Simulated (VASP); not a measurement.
A run of VASP 6.6.1 is set up as follows.

Contents of INCAR:

```
PREC = Accurate ; ENCUT = 520
EDIFF = 1E-6 ; ISMEAR = -1
SIGMA = 0.05 ; LREAL = False
LASPH = True ; NELM = 80
ALGO = Normal ; ISIF = 2
LWAVE = False ; LCHARG = True
GGA = PE ; LELF = True
LVHAR = True ; NBANDS = 12
```

Contents of KPOINTS:

```
regular mesh
0
Gamma
  12 12 12
```

File POSCAR:

```
SiF
1.0
    1.3562151780      0.7830101136      3.9496094355
   -1.3562151780      0.7830101136      3.9496094355
    0.0000000000     -1.5660202273      3.9496094355
Si F
1 1
Direct
    0.5000000000      0.5000000000      0.5000000000
    0.0000000000      0.0000000000      0.0000000000
```

Potentials or basis: VASP PAW PBE potentials, release 64 (Si, F).

Launch:

```bash
$ cat potpaw_PBE.64/Si/POTCAR potpaw_PBE.64/F/POTCAR > POTCAR
$ mpirun -np 1 vasp_std > vasp.out
```

(1) What does it give for the pressure?

(2) Estimate the band gap on the k mesh.

Results:

(1) -3.2 GPa.

(2) zero (an odd number of electrons rules out a gap without spin polarisation).

Caveat: the cell stands under tension; an odd number of electrons without spin polarisation forces a metal; a magnetic or distorted state may lie lower.
